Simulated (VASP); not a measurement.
# K2In2Ag3 (P6/mmm) in VASP: notebook

Runs on K2In2Ag3. Level: PBE. Tasks: single point.

Program: VASP 6.6.1. These are calculated values, not measurements. Logs are shortened: lines on timing, memory, paths and dates and some standing lists are left out, and cuts for length are marked.

## 1. The cell of the first run

The structure is hexagonal, space group P6/mmm (No. 191). Conventional cell: a = 5.679 Å, b = 5.679 Å, c = 6.333 Å, α = 90.00°, β = 90.00°, γ = 120.00°. K (site symmetry -6m2) has 3 K at 3.28 Å and 6 Ag at 3.57 Å and 6 In at 3.69 Å within 4.3 Å. In (site symmetry 6mm) has 2 In at 2.95 to 3.38 Å and 6 Ag at 3.20 Å and 6 K at 3.69 Å within 3.9 Å. Within 3.7 Å of Ag (site symmetry mmm) lie 4 Ag at 2.84 Å and 4 In at 3.20 Å and 4 K at 3.57 Å.

## 2. Single point, PBE (25.27 Å³/atom)

File INCAR:

```
SYSTEM = K2In2Ag3
PREC = Accurate
ENCUT = 520
EDIFF = 1E-7
ISMEAR = 0
SIGMA = 0.1
LREAL = .False.
LASPH = .True.
NELM = 60
ALGO = Fast
ISIF = 2
LWAVE = .False.
LCHARG = .True.
GGA = PE
LELF = .True.
LVHAR = .True.
NBANDS = 48
```

File KPOINTS:

```
regular mesh
0
Gamma
  6 6 6
  0 0 0
```

File POSCAR:

```
K2In2Ag3
1.0
    5.6788959967      0.0000000000      0.0000000000
   -2.8394479983      4.9180681986      0.0000000000
    0.0000000000      0.0000000000      6.3331504612
K In Ag
2 2 3
Direct
    0.3333333333      0.6666666667      0.0000000000
    0.6666666667      0.3333333333      0.0000000000
    0.0000000000      0.0000000000      0.2672342364
    0.0000000000      0.0000000000      0.7327657636
    0.5000000000      0.0000000000      0.5000000000
    0.0000000000      0.5000000000      0.5000000000
    0.5000000000      0.5000000000      0.5000000000
```

Potentials or basis: VASP PAW PBE potentials, release 64 (K_sv, In_d, Ag).

Started as:

```bash
cat potpaw_PBE.64/K_sv/POTCAR potpaw_PBE.64/In_d/POTCAR potpaw_PBE.64/Ag/POTCAR > POTCAR
mpirun -np 1 vasp_std > vasp.out
```

OUTCAR:

```text
SYSTEM = K2In2Ag3
   PREC = Accurate
   ENCUT = 520
   EDIFF = 1E-7
   ISMEAR = 0
   LREAL = .False.
   LASPH = .True.
   NELM = 60
   ISIF = 2
   GGA = PE

 ion  position               nearest neighbor table
   1  0.333  0.667  0.000-   2 3.28   2 3.28   2 3.28   5 3.57   5 3.57   6 3.57   6 3.57   7 3.57
                             7 3.57   4 3.69   3 3.69   4 3.69   3 3.69   4 3.69   3 3.69
   2  0.667  0.333  0.000-   1 3.28   1 3.28   1 3.28   5 3.57   5 3.57   6 3.57   6 3.57   7 3.57
                             7 3.57   4 3.69   3 3.69   3 3.69   4 3.69   3 3.69   4 3.69
   3  0.000  0.000  0.267-   4 2.95   6 3.20   6 3.20   5 3.20   5 3.20   7 3.20   7 3.20   4 3.38
                             1 3.69   2 3.69   2 3.69   1 3.69   2 3.69   1 3.69
   4  0.000  0.000  0.733-   3 2.95   6 3.20   6 3.20   5 3.20   5 3.20   7 3.20   7 3.20   3 3.38
                             2 3.69   1 3.69   2 3.69   1 3.69   2 3.69   1 3.69
   5  0.500  0.000  0.500-   7 2.84   7 2.84   6 2.84   6 2.84   3 3.20   3 3.20   4 3.20   4 3.20
                             1 3.57   2 3.57   1 3.57   2 3.57
   6  0.000  0.500  0.500-   7 2.84   7 2.84   5 2.84   5 2.84   3 3.20   4 3.20   3 3.20   4 3.20
                             1 3.57   2 3.57   1 3.57   2 3.57
   7  0.500  0.500  0.500-   5 2.84   5 2.84   6 2.84   6 2.84   3 3.20   4 3.20   3 3.20   4 3.20
                             1 3.57   2 3.57   1 3.57   2 3.57

  LATTYP: Found a hexagonal cell.
 ALAT       =     5.6788959967
 C/A-ratio  =     1.1152080378

  Lattice vectors:

 A1 = (   5.6788959967,   0.0000000000,   0.0000000000)
 A2 = (  -2.8394479983,   4.9180681986,   0.0000000000)
 A3 = (   0.0000000000,   0.0000000000,   6.3331504612)

Analysis of symmetry for initial positions (statically):
=====================================================================
 Subroutine PRICEL returns:
 Original cell was already a primitive cell.

 Routine SETGRP: Setting up the symmetry group for a
 hexagonal supercell.

 Subroutine GETGRP returns: Found 24 space group operations
 (whereof 24 operations were pure point group operations)
 out of a pool of 24 trial point group operations.

The static configuration has the point symmetry D_6h.

Analysis of symmetry for dynamics (positions and initial velocities):
=====================================================================
 Subroutine PRICEL returns:
 Original cell was already a primitive cell.

 Routine SETGRP: Setting up the symmetry group for a
 hexagonal supercell.

 Subroutine GETGRP returns: Found 24 space group operations
 (whereof 24 operations were pure point group operations)
 out of a pool of 24 trial point group operations.

The dynamic configuration has the point symmetry D_6h.

 Subroutine INISYM returns: Found 24 space group operations
 (whereof 24 operations are pure point group operations),
 and found     1 'primitive' translations

----------------------------------------------------------------------------------------

                                     Primitive cell

  volume of cell :     176.8798

  direct lattice vectors                    reciprocal lattice vectors
     5.678895997  0.000000000  0.000000000     0.176090564  0.101665935  0.000000000
    -2.839447998  4.918068199  0.000000000     0.000000000  0.203331869  0.000000000
     0.000000000  0.000000000  6.333150461     0.000000000  0.000000000  0.157899296

  length of vectors
     5.678895997  5.678895997  6.333150461     0.203331869  0.203331869  0.157899296

  position of ions in fractional coordinates (direct lattice)
     0.333333333  0.666666667  0.000000000
     0.666666667  0.333333333  0.000000000
     0.000000000  0.000000000  0.267234236
     0.000000000  0.000000000  0.732765764
     0.500000000  0.000000000  0.500000000
     1.000000000  0.500000000  0.500000000
     0.500000000  0.500000000  0.500000000

  ion indices of the primitive-cell ions
   primitive index   ion index
                 1           1
                 2           2
                 3           3
                 4           4
                 5           5
                 6           6
                 7           7

----------------------------------------------------------------------------------------

 KPOINTS: regular mesh

Automatic generation of k-mesh.
 Grid dimensions read from file:
 generate k-points for:    6    6    6

 Generating k-lattice:

  Cartesian coordinates                     Fractional coordinates (reciprocal lattice)
     0.029348427  0.016944322  0.000000000     0.166666667 -0.000000000  0.000000000
     0.000000000  0.033888645  0.000000000     0.000000000  0.166666667  0.000000000
     0.000000000  0.000000000  0.026316549     0.000000000  0.000000000  0.166666667

  Length of vectors
     0.033888645  0.033888645  0.026316549

  Shift w.r.t. Gamma in fractional coordinates (k-lattice)
     0.000000000  0.000000000  0.000000000

 Subroutine IBZKPT returns following result:
 ===========================================

 Found     28 irreducible k-points:

 Following reciprocal coordinates:
            Coordinates               Weight
  0.000000  0.000000  0.000000      1.000000
  0.166667  0.000000  0.000000      6.000000
  0.333333  0.000000  0.000000      6.000000
  0.500000  0.000000  0.000000      3.000000
  0.166667  0.166667  0.000000      6.000000
  0.333333  0.166667  0.000000     12.000000
[... 16 lines left out ...]
  0.166667  0.000000  0.500000      6.000000
  0.333333  0.000000  0.500000      6.000000
 [... further k-points ...]
   k-points           NKPTS =     28   k-points in BZ     NKDIM =     28   number of bands    NBANDS=     48
   number of dos      NEDOS =    301   number of ions     NIONS =      7
   total plane-waves  NPLWV =  84672
   dimension x,y,z NGX =    42 NGY =   42 NGZ =   48
   dimension x,y,z NGXF=    84 NGYF=   84 NGZF=   96
   ions per type =               2   2   3
   NGX,Y,Z   is equivalent  to a cutoff of  12.30, 12.30, 12.60 a.u.
   NGXF,Y,Z  is equivalent  to a cutoff of  24.59, 24.59, 25.20 a.u.
 SYSTEM =  K2In2Ag3
   PREC   = accura    normal or accurate (medium, high low for compatibility)
   ISTART =      0    job   : 0-new  1-cont  2-samecut
   ICHARG =      2    charge: 1-file 2-atom 10-const
   ISPIN  =      1    spin polarized calculation?
   LNONCOLLINEAR =      F non collinear calculations
   LSORBIT =      F    spin-orbit coupling
   LASPH  =      T    aspherical Exc in radial PAW
   ENCUT  =  520.0 eV  38.22 Ry    6.18 a.u.  10.56 10.56 11.78*2*pi/ulx,y,z
   NELM   =     60;   NELMIN=  2; NELMDL= -5     # of ELM steps
   EDIFF  = 0.1E-06   stopping-criterion for ELM
   LREAL  =      F    real-space projection
   EDIFFG = 0.1E-05   stopping-criterion for IOM
   NSW    =      0    number of steps for IOM
   IBRION =     -1    ionic relax: 0-MD 1-quasi-New 2-CG
   NFREE  =      0    steps in history (QN), initial steepest desc. (CG)
   ISIF   =      2    stress and relaxation
   ISYM   =      2    0-nonsym 1-usesym 2-fastsym
   POTIM  = 0.5000    time-step for ionic-motion
   TEBEG  =    0.0;   TEEND  =   0.0 temperature during run
   PSTRESS=    0.0 pullay stress
   NELECT =      77.0000    total number of electrons
   NUPDOWN=      -1.0000    fix difference up-down
   EMIN   =  10.00;   EMAX   =-10.00  energy-range for DOS
   EFERMI =   0.00;   METHOD = LEGACY
   ISMEAR =     0;   SIGMA  =   0.10  broadening in eV -4-tet -1-fermi 0-gaus
   EFERMI_NEDOS =   21; number of points for ismear=-14 and -15
   IALGO  =     68    algorithm
   IMIX   =      4    mixing-type and parameters
     AMIX     =   0.40;   BMIX     =  1.00
     AMIX_MAG =   1.60;   BMIX_MAG =  1.00
  volume/ion in A,a.u.               =      25.27       170.52
  Fermi-wavevector in a.u.,A,eV,Ry     =   1.240735  2.344649 20.945121  1.539423
  Thomas-Fermi vector in A             =   2.375163
   LORBIT       =      0    0 simple, 1 ext, 2 COOP (PROOUT), +10 PAW based schemes
   GGA     = PE    functional components
   LHFCALC =     F    Hartree Fock is set to
   AEXX    =    0.0000 exact exchange contribution
   IVDW    =     0    specifies the selected vdW correction
   LEPSILON=     F    determine dielectric tensor
   LRPA    =     F    only Hartree local field effects (RPA)
 non-spin polarized calculation
 RMM-DIIS sequential band-by-band and
 Gauss-broadening in eV      SIGMA  =   0.10
  energy-cutoff  :      520.00
  volume of cell :      176.88
 maximum number of plane-waves:      4812
   NGX = 21   NGY = 21   NGZ = 23

 number of electron      77.0000018 magnetization

 Free energy of the ion-electron system (eV)
  ---------------------------------------------------
  ext. energy  EPLUGINS =         0.00000000
  ---------------------------------------------------
  free energy    TOTEN  =       -15.60495493 eV

  energy without entropy =      -15.59409694  energy(sigma->0) =      -15.59952594

 E-fermi :   5.2408     XC(G=0):  -9.7707

 val. band max:        5.2303764820   @ k =   0.1667   0.0000   0.1667
 cond. band min:       5.2820279920   @ k =   0.3333   0.0000   0.1667
 fundamental gap:      0.0516515100
 Fermi energy:         5.2407672158

 k-point     1 :       0.0000    0.0000    0.0000
  band No.  band energies     occupation
      1     -26.3149      2.00000
      2     -26.1645      2.00000
      3     -10.1264      2.00000
      4     -10.1264      2.00000
      5      -9.7730      2.00000
      6      -9.6249      2.00000
[... 40 lines left out ...]
     47       8.5603      0.00000
     48       8.9673      0.00000

 k-point     2 :       0.1667    0.0000    0.0000
  band No.  band energies     occupation
      1     -26.3062      2.00000
      2     -26.1735      2.00000
      3     -10.1423      2.00000
      4     -10.1032      2.00000
      5      -9.7606      2.00000
      6      -9.6331      2.00000
[... 40 lines left out ...]
     47       9.2769      0.00000
     48       9.3361      0.00000

 k-point     3 :       0.3333    0.0000    0.0000
  band No.  band energies     occupation
      1     -26.2835      2.00000
      2     -26.1967      2.00000
      3     -10.1715      2.00000
      4     -10.0473      2.00000
      5      -9.7295      2.00000
      6      -9.6717      2.00000
[... 40 lines left out ...]
     47      10.1569      0.00000
     48      10.6123      0.00000

 k-point     4 :       0.5000    0.0000    0.0000
  band No.  band energies     occupation
      1     -26.2653      2.00000
      2     -26.2152      2.00000
      3     -10.1849      2.00000
      4     -10.0104      2.00000
      5      -9.7087      2.00000
      6      -9.7034      2.00000
[... 958 lines left out ...]
     47       8.7646      0.00000
     48       8.7646      0.00000

 k-point    23 :       0.1667    0.0000    0.5000
  band No.  band energies     occupation
      1     -26.3061      2.00000
      2     -26.1735      2.00000
      3     -10.1395      2.00000
      4     -10.1004      2.00000
      5      -9.7772      2.00000
      6      -9.6228      2.00000
[... 40 lines left out ...]
     47       8.8103      0.00000
     48       8.8133      0.00000

 k-point    24 :       0.3333    0.0000    0.5000
  band No.  band energies     occupation
      1     -26.2834      2.00000
      2     -26.1967      2.00000
      3     -10.1684      2.00000
      4     -10.0448      2.00000
      5      -9.7409      2.00000
      6      -9.6707      2.00000
[... 40 lines left out ...]
     47       9.4946      0.00000
     48      10.5179      0.00000

 [... further k-points ...]

------------------------ aborting loop because EDIFF is reached ----------------------------------------

  FORCE on cell =-STRESS in cart. coord.  units (eV):
  Direction    XX          YY          ZZ          XY          YZ          ZX
  --------------------------------------------------------------------------------------
  -------------------------------------------------------------------------------------
  Total        1.1617894      1.1617894      1.1663376      0.0000000     -0.0000000     -0.0000000
  in kB       10.5234882     10.5234882     10.5646860      0.0000000     -0.0000000     -0.0000000
  external PRESSURE =      10.5372208 kB  Pullay stress =       0.0000000 kB

 VOLUME and BASIS-vectors are now :
 -----------------------------------------------------------------------------
  energy-cutoff  :      520.00
  volume of cell :      176.88
      direct lattice vectors                 reciprocal lattice vectors
     5.678895997  0.000000000  0.000000000     0.176090564  0.101665935  0.000000000
    -2.839447998  4.918068199  0.000000000     0.000000000  0.203331869  0.000000000
     0.000000000  0.000000000  6.333150461     0.000000000  0.000000000  0.157899296

 POSITION                                       TOTAL-FORCE (eV/Angst)
 -----------------------------------------------------------------------------------
     -0.00000      3.27871      0.00000         0.000000     -0.000000      0.000000
      2.83945      1.63936      0.00000        -0.000000      0.000000     -0.000000
      0.00000      0.00000      1.69243         0.000000      0.000000      0.001901
      0.00000      0.00000      4.64072         0.000000     -0.000000     -0.001901
      2.83945      0.00000      3.16658        -0.000000      0.000000      0.000000
     -1.41972      2.45903      3.16658        -0.000000      0.000000      0.000000
      1.41972      2.45903      3.16658        -0.000000      0.000000      0.000000
 -----------------------------------------------------------------------------------
    total drift:                               -0.000000     -0.000000      0.000000

  FREE ENERGIE OF THE ION-ELECTRON SYSTEM (eV)
  ---------------------------------------------------
  free  energy   TOTEN  =       -15.6049549302 eV

  energy  without entropy=      -15.5940969398  energy(sigma->0) =      -15.59952594
```

It took 13 min on 1 thread of Intel Xeon Platinum 8488C (Sapphire Rapids), shared host; peak memory 0.41 GiB.

Results:

| Property | Result |
| --- | --- |
| Free energy | -15.6050 eV |
| Pressure | 1.1 GPa |
| Band gap on the k mesh | zero (an odd number of electrons rules out a gap without spin polarisation) |

Caveat: spin-orbit coupling is left out, which moves the levels of the heavy elements.

## 3. Single point, PBE

This run uses another cell than the first one, of 26.05 Å³/atom.

File INCAR:

```
PREC = Accurate
ENCUT = 520
EDIFF = 1E-6
ISMEAR = 0
SIGMA = 0.1
LREAL = False
LASPH = True
NELM = 80
ALGO = Fast
ISIF = 2
LWAVE = False
LCHARG = False
GGA = PE
NBANDS = 48
```

File KPOINTS:

```
Automatic mesh
0
Gamma
  6 6 6
```

File POSCAR:

```
K2In2Ag3
1.0
    5.7287611978      0.0000000000      0.0000000000
   -2.8643805989      4.9612527295      0.0000000000
    0.0000000000      0.0000000000      6.4158538680
K In Ag
2 2 3
Direct
    0.3333333333      0.6666666667      0.0000000000
    0.6666666667      0.3333333333      0.0000000000
    0.0000000000      0.0000000000      0.2692610481
    0.0000000000      0.0000000000      0.7307389519
    0.5000000000      0.0000000000      0.5000000000
    0.0000000000      0.5000000000      0.5000000000
    0.5000000000      0.5000000000      0.5000000000
```

Potentials or basis: VASP PAW PBE potentials, release 64 (K_sv, In_d, Ag).

Started as:

```bash
cat potpaw_PBE.64/K_sv/POTCAR potpaw_PBE.64/In_d/POTCAR potpaw_PBE.64/Ag/POTCAR > POTCAR
mpirun -np 1 vasp_std > vasp.out
```

Wall time 9 min (1 thread of Intel Xeon Platinum 8488C (Sapphire Rapids), shared host); peak memory 0.45 GiB.

Results (log left out):

* Free energy: -15.6248 eV
* Pressure: 0.0 GPa
* Largest force: 0.004 eV/Å
* Band gap on the k mesh: zero (an odd number of electrons rules out a gap without spin polarisation)

Forces in eV/Å, atoms in the order of the input:
```
K    0.000  0.000  0.000
K    0.000  0.000  0.000
In   0.000  0.000  0.004
In   0.000  0.000 -0.004
Ag   0.000  0.000  0.000
Ag   0.000  0.000  0.000
Ag   0.000  0.000  0.000
```

Levels at points of the mesh, in eV from the Fermi level:
```
           k point  band 36  band 37  band 38  band 39  band 40  band 41
(0.00, 0.00, 0.00)    -2.44    -1.12    -1.12     0.33     0.70     2.49
(0.50, 0.00, 0.00)    -2.35    -2.08    -0.82    -0.77    -0.01     1.23
(0.00, 0.00, 0.50)    -0.66    -0.66    -0.16     0.91     1.07     1.07
(0.50, 0.00, 0.50)    -3.73    -1.32    -0.90    -0.67     0.86     1.76
```

Caveat: spin-orbit coupling is left out, which moves the levels of the heavy elements.
